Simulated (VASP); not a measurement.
# TbSi3W2 (R-3m) in VASP: relaxation of cell and atoms with PBE

Aim: the relaxation of cell and atoms of TbSi3W2 with PBE.

All numbers are computed with VASP 6.6.1; they aren't measurements. Logs are shortened: lines on timing, memory, paths and dates and some standing lists are left out, and cuts for length are marked.

## (1) The cell of the first run

The structure is trigonal, space group R-3m (No. 166). Conventional cell: a = 4.447 Å, b = 4.447 Å, c = 19.738 Å, α = 90.00°, β = 90.00°, γ = 120.00°. Within 3.6 Å of Tb (site symmetry -3m) lie 6 W at 2.66 Å and 6 Si at 3.53 Å. Si (site symmetry 2/m) has 4 Si at 2.22 Å and 2 W at 2.91 Å within 3.0 Å. Within 3.5 Å of W (site symmetry 3m) lie 3 Tb at 2.66 Å and 3 Si at 2.91 Å and 3 W at 2.91 Å.

The cell was generated, and may not be a known phase.

## (2) Relaxation of cell and atoms, PBE

INCAR

```
SYSTEM = TbSi3W2
PREC = Accurate
ENCUT = 500
EDIFF = 1E-7
ISMEAR = 0
SIGMA = 0.2
LREAL = .False.
LASPH = .True.
NELM = 200
ALGO = Normal
ISIF = 3
LWAVE = .False.
LCHARG = .False.
GGA = PE
IBRION = 2
NSW = 36
EDIFFG = -0.08
GGA_COMPAT = .False.
NELMIN = 4
LMAXMIX = 6
```

KPOINTS

```
Automatic mesh
0
Gamma
  4 4 4
  0 0 0
```

POSCAR

```
TbSi3W2
1.0
    2.2235881700      1.2837892300      6.5794582700
   -2.2235881700      1.2837892300      6.5794582700
    0.0000000000     -2.5675784600      6.5794582700
Tb Si W
1 3 2
Direct
    0.5000000000      0.5000000000      0.5000000000
    0.5000000000      0.5000000000      0.0000000000
    0.0000000000      0.5000000000      0.5000000000
    0.5000000000      0.0000000000      0.5000000000
    0.7987951200      0.7987951200      0.7987951200
    0.2012048800      0.2012048800      0.2012048800
```

Potentials or basis: VASP PAW PBE potentials, release 64 (Tb_3, Si, W_sv), 4f in core.

On the command line:

```bash
$ cat potpaw_PBE.64/Tb_3/POTCAR potpaw_PBE.64/Si/POTCAR potpaw_PBE.64/W_sv/POTCAR > POTCAR
$ mpirun -np 1 vasp_std > vasp.out
```

OUTCAR:

```text
SYSTEM = TbSi3W2
   PREC = Accurate
   ENCUT = 500
   EDIFF = 1E-7
   ISMEAR = 0
   LREAL = .False.
   LASPH = .True.
   NELM = 200
   ISIF = 3
   GGA = PE
   IBRION = 2
   NSW = 36
   EDIFFG = -0.08
   NELMIN = 4

 ion  position               nearest neighbor table
   1  0.500  0.500  0.500-   6 2.66   6 2.66   5 2.66   5 2.66   6 2.66   5 2.66
   2  0.500  0.500  0.000-   3 2.22   4 2.22   4 2.22   3 2.22   5 2.91   6 2.91
   3  0.000  0.500  0.500-   4 2.22   4 2.22   2 2.22   2 2.22   5 2.91   6 2.91
   4  0.500  0.000  0.500-   3 2.22   3 2.22   2 2.22   2 2.22   5 2.91   6 2.91
   5  0.799  0.799  0.799-   1 2.66   1 2.66   1 2.66   3 2.91   4 2.91   2 2.91   6 2.91   6 2.91
                             6 2.91
   6  0.201  0.201  0.201-   1 2.66   1 2.66   1 2.66   4 2.91   3 2.91   2 2.91   5 2.91   5 2.91
                             5 2.91

  LATTYP: Found a trigonal (rhomboedric) cell.
 ALAT       =     7.0626999273
 COS(alpha) =     0.8017573035

  Lattice vectors:

 A1 = (   2.2235881700,   1.2837892300,   6.5794582700)
 A2 = (  -2.2235881700,   1.2837892300,   6.5794582700)
 A3 = (   0.0000000000,  -2.5675784600,   6.5794582700)

Analysis of symmetry for initial positions (statically):
=====================================================================
 Subroutine PRICEL returns:
 Original cell was already a primitive cell.

 Routine SETGRP: Setting up the symmetry group for a
 trigonal (rhombohedral) supercell.

 Subroutine GETGRP returns: Found 12 space group operations
 (whereof 12 operations were pure point group operations)
 out of a pool of 12 trial point group operations.

The static configuration has the point symmetry D_3d.

Analysis of symmetry for dynamics (positions and initial velocities):
=====================================================================
 Subroutine PRICEL returns:
 Original cell was already a primitive cell.

 Routine SETGRP: Setting up the symmetry group for a
 trigonal (rhombohedral) supercell.

 Subroutine GETGRP returns: Found 12 space group operations
 (whereof 12 operations were pure point group operations)
 out of a pool of 12 trial point group operations.

The dynamic configuration has the point symmetry D_3d.

 Subroutine INISYM returns: Found 12 space group operations
 (whereof 12 operations are pure point group operations),
 and found     1 'primitive' translations

----------------------------------------------------------------------------------------

                                     Primitive cell

  volume of cell :     112.6911

  direct lattice vectors                    reciprocal lattice vectors
     2.223588170  1.283789230  6.579458270     0.224861783  0.129824011  0.050662732
    -2.223588170  1.283789230  6.579458270    -0.224861783  0.129824011  0.050662732
     0.000000000 -2.567578460  6.579458270     0.000000000 -0.259648021  0.050662732

  length of vectors
     7.062699927  7.062699927  7.062699928     0.264544528  0.264544528  0.264544528

  position of ions in fractional coordinates (direct lattice)
     0.500000000  0.500000000  0.500000000
     0.500000000  0.500000000  0.000000000
     1.000000000  0.500000000  0.500000000
     0.500000000  1.000000000  0.500000000
     0.798795120  0.798795120  0.798795120
     0.201204880  0.201204880  0.201204880

  ion indices of the primitive-cell ions
   primitive index   ion index
                 1           1
                 2           2
                 3           3
                 4           4
                 5           5
                 6           6

----------------------------------------------------------------------------------------

 KPOINTS: Automatic mesh

Automatic generation of k-mesh.
 Grid dimensions read from file:
 generate k-points for:    4    4    4

 Generating k-lattice:

  Cartesian coordinates                     Fractional coordinates (reciprocal lattice)
     0.056215446  0.032456003  0.012665683     0.250000000 -0.000000000  0.000000000
    -0.056215446  0.032456003  0.012665683    -0.000000000  0.250000000  0.000000000
     0.000000000 -0.064912005  0.012665683     0.000000000  0.000000000  0.250000000

  Length of vectors
     0.066136132  0.066136132  0.066136132

  Shift w.r.t. Gamma in fractional coordinates (k-lattice)
     0.000000000  0.000000000  0.000000000

 Subroutine IBZKPT returns following result:
 ===========================================

 Found     13 irreducible k-points:

 Following reciprocal coordinates:
            Coordinates               Weight
  0.000000  0.000000  0.000000      1.000000
  0.250000  0.000000  0.000000      6.000000
  0.500000  0.000000  0.000000      3.000000
  0.250000  0.250000  0.000000      6.000000
  0.500000  0.250000  0.000000     12.000000
 -0.250000  0.250000  0.000000      6.000000
  0.500000  0.500000  0.000000      3.000000
  0.250000  0.250000  0.250000      2.000000
  0.500000  0.250000  0.250000      6.000000
 -0.250000  0.250000  0.250000      6.000000
  0.500000  0.500000  0.250000      6.000000
 -0.250000  0.500000  0.250000      6.000000
  0.500000  0.500000  0.500000      1.000000
   k-points           NKPTS =     13   k-points in BZ     NKDIM =     13   number of bands    NBANDS=     29
   number of dos      NEDOS =    301   number of ions     NIONS =      6
   total plane-waves  NPLWV = 157464
   dimension x,y,z NGX =    54 NGY =   54 NGZ =   54
   dimension x,y,z NGXF=   108 NGYF=  108 NGZF=  108
   ions per type =               1   3   2
   NGX,Y,Z   is equivalent  to a cutoff of  12.71, 12.71, 12.71 a.u.
   NGXF,Y,Z  is equivalent  to a cutoff of  25.42, 25.42, 25.42 a.u.
 SYSTEM =  TbSi3W2
   PREC   = accura    normal or accurate (medium, high low for compatibility)
   ISTART =      0    job   : 0-new  1-cont  2-samecut
   ICHARG =      2    charge: 1-file 2-atom 10-const
   ISPIN  =      1    spin polarized calculation?
   LNONCOLLINEAR =      F non collinear calculations
   LSORBIT =      F    spin-orbit coupling
   LASPH  =      T    aspherical Exc in radial PAW
   ENCUT  =  500.0 eV  36.75 Ry    6.06 a.u.  12.88 12.88 12.88*2*pi/ulx,y,z
   NELM   =    200;   NELMIN=  4; NELMDL= -5     # of ELM steps
   EDIFF  = 0.1E-06   stopping-criterion for ELM
   LREAL  =      F    real-space projection
   EDIFFG = -.8E-01   stopping-criterion for IOM
   NSW    =     36    number of steps for IOM
   IBRION =      2    ionic relax: 0-MD 1-quasi-New 2-CG
   NFREE  =      1    steps in history (QN), initial steepest desc. (CG)
   ISIF   =      3    stress and relaxation
   ISYM   =      2    0-nonsym 1-usesym 2-fastsym
   POTIM  = 0.5000    time-step for ionic-motion
   TEBEG  =    0.0;   TEEND  =   0.0 temperature during run
   PSTRESS=    0.0 pullay stress
   NELECT =      49.0000    total number of electrons
   NUPDOWN=      -1.0000    fix difference up-down
   EMIN   =  10.00;   EMAX   =-10.00  energy-range for DOS
   EFERMI =   0.00;   METHOD = LEGACY
   ISMEAR =     0;   SIGMA  =   0.20  broadening in eV -4-tet -1-fermi 0-gaus
   EFERMI_NEDOS =   21; number of points for ismear=-14 and -15
   IALGO  =     38    algorithm
   IMIX   =      4    mixing-type and parameters
     AMIX     =   0.40;   BMIX     =  1.00
     AMIX_MAG =   1.60;   BMIX_MAG =  1.00
  volume/ion in A,a.u.               =      18.78       126.75
  Fermi-wavevector in a.u.,A,eV,Ry     =   1.240253  2.343739 20.928864  1.538228
  Thomas-Fermi vector in A             =   2.374702
   LORBIT       =      0    0 simple, 1 ext, 2 COOP (PROOUT), +10 PAW based schemes
   GGA     = PE    functional components
   LHFCALC =     F    Hartree Fock is set to
   AEXX    =    0.0000 exact exchange contribution
   IVDW    =     0    specifies the selected vdW correction
   LEPSILON=     F    determine dielectric tensor
   LRPA    =     F    only Hartree local field effects (RPA)
 conjugate gradient relaxation of ions
 non-spin polarized calculation
 Gauss-broadening in eV      SIGMA  =   0.20
  energy-cutoff  :      500.00
  volume of cell :      112.69
 maximum number of plane-waves:      2878
 NGX is ok and might be reduce to    54
   NGX = 25   NGY = 25   NGZ = 25

--------------------------------------- Ionic step        1  -------------------------------------------

 number of electron      49.0000001 magnetization

 Free energy of the ion-electron system (eV)
  ---------------------------------------------------
  ext. energy  EPLUGINS =         0.00000000
  ---------------------------------------------------
  free energy    TOTEN  =       -38.88553075 eV

  energy without entropy =      -38.81814694  energy(sigma->0) =      -38.85183884

------------------------ aborting loop because EDIFF is reached ----------------------------------------

  FORCE on cell =-STRESS in cart. coord.  units (eV):
  Direction    XX          YY          ZZ          XY          YZ          ZX
  --------------------------------------------------------------------------------------
  -------------------------------------------------------------------------------------
  Total       22.2777593     22.2777593    -16.0903903      0.0000000      0.0000000     -0.0000000
  in kB      316.7324934    316.7324941   -228.7640049      0.0000000      0.0000000     -0.0000000
  external PRESSURE =     134.9003275 kB  Pullay stress =       0.0000000 kB
[... 305 lines left out ...]
  energy  without entropy=      -43.5784637948  energy(sigma->0) =      -43.64044518

--------------------------------------- Ionic step        9  -------------------------------------------

 number of electron      49.0000001 magnetization

 Free energy of the ion-electron system (eV)
  ---------------------------------------------------
  ext. energy  EPLUGINS =         0.00000000
  ---------------------------------------------------
  free energy    TOTEN  =       -43.70461857 eV

  energy without entropy =      -43.57998086  energy(sigma->0) =      -43.64229972

 E-fermi :   6.7845     XC(G=0): -10.8758

 val. band max:        6.7624611071   @ k =  -0.2500   0.2500   0.2500
 cond. band min:       6.8155387305   @ k =   0.5000   0.2500   0.0000
 fundamental gap:      0.0530776233
 Fermi energy:         6.7844592598

 k-point     1 :       0.0000    0.0000    0.0000
  band No.  band energies     occupation
      1     -67.1237      2.00000
      2     -67.1134      2.00000
      3     -31.5149      2.00000
      4     -31.5012      2.00000
      5     -31.2979      2.00000
      6     -31.2979      2.00000
[... 438 lines left out ...]
  FREE ENERGIE OF THE ION-ELECTRON SYSTEM (eV)
  ---------------------------------------------------
  free  energy   TOTEN  =       -43.7046185748 eV

  energy  without entropy=      -43.5799808569  energy(sigma->0) =      -43.64229972

 reached required accuracy - stopping structural energy minimisation
```

It took 8.4 min on 1 thread of AMD EPYC 9R45 (Zen 5), shared host; peak memory 0.39 GiB.

What came out:

* Free energy: -43.7046 eV
* Relaxed volume: 19.75 Å³/atom
* Relaxed cell: a = 5.884 Å, b = 5.884 Å, c = 5.884 Å, α = 52.44°, β = 52.44°, γ = 52.44°
* Space group after relaxing (to 0.1 Å): R-3m (No. 166)
* Energy gained by relaxing: 803.2 meV/atom
* Ionic steps: 9
* Pressure after relaxing: -0.3 GPa
* Largest force after relaxing: 0.070 eV/Å
* Band gap on the k mesh: zero (an odd number of electrons rules out a gap without spin polarisation)

Forces on the atoms (eV/Å):
```
Tb   0.000  0.000  0.000
Si   0.000  0.000  0.000
Si   0.000  0.000  0.000
Si   0.000  0.000  0.000
W    0.000  0.000  0.070
W    0.000  0.000 -0.070
```

The path:
| step | energy change (eV) | largest force (eV/Å) | pressure (GPa) | volume (Å³) |
| --- | --- | --- | --- | --- |
| 1 | 0.0000 | 0.8973 | 13.49 | 112.69 |
| 2 | -3.5107 | 1.3440 | -13.83 | 136.41 |
| 3 | -3.4717 | 1.1121 | -12.35 | 132.96 |
| 4 | -4.3912 | 2.0815 | 12.68 | 110.57 |
| 5 | -4.7957 | 0.3081 | 0.82 | 117.47 |
| 6 | -4.7954 | 0.3723 | 1.26 | 117.16 |
| 7 | -4.8152 | 0.2291 | 0.35 | 118.13 |
| 8 | -4.8169 | 0.1658 | -0.02 | 118.54 |
| 9 | -4.8191 | 0.0702 | -0.32 | 118.47 |

Final structure:
```
Tb Si W
1.0
     2.59957    1.50086    5.06094
    -2.59957    1.50086    5.06094
     0.00000   -3.00173    5.06094
Tb Si W
1 3 2
Direct
  0.50000 0.50000 0.50000
  0.50000 0.50000 0.00000
  0.00000 0.50000 0.50000
  0.50000 0.00000 0.50000
  0.79620 0.79620 0.79620
  0.20380 0.20380 0.20380
```

Caveat: the k points lie up to 0.36 Å⁻¹ apart in the final cell, too coarse for converged energies and pressures of a metal; a cell axis changed by over 15 % at a fixed basis, so the end point is rough; spin-orbit coupling is left out, which moves the levels of the heavy elements; the 4f electrons are frozen in the core, so they carry no moment and show no levels; an odd number of electrons without spin polarisation forces a metal; a magnetic or distorted state may lie lower; the relaxation stopped at a loose force limit of 0.08 eV/Å, so its end isn't a converged minimum. Spin polarisation is off, so any magnetic state and its effect on volume and gap are missing.

The gap in the log of VASP goes by the Fermi energy; the results here count the filled bands.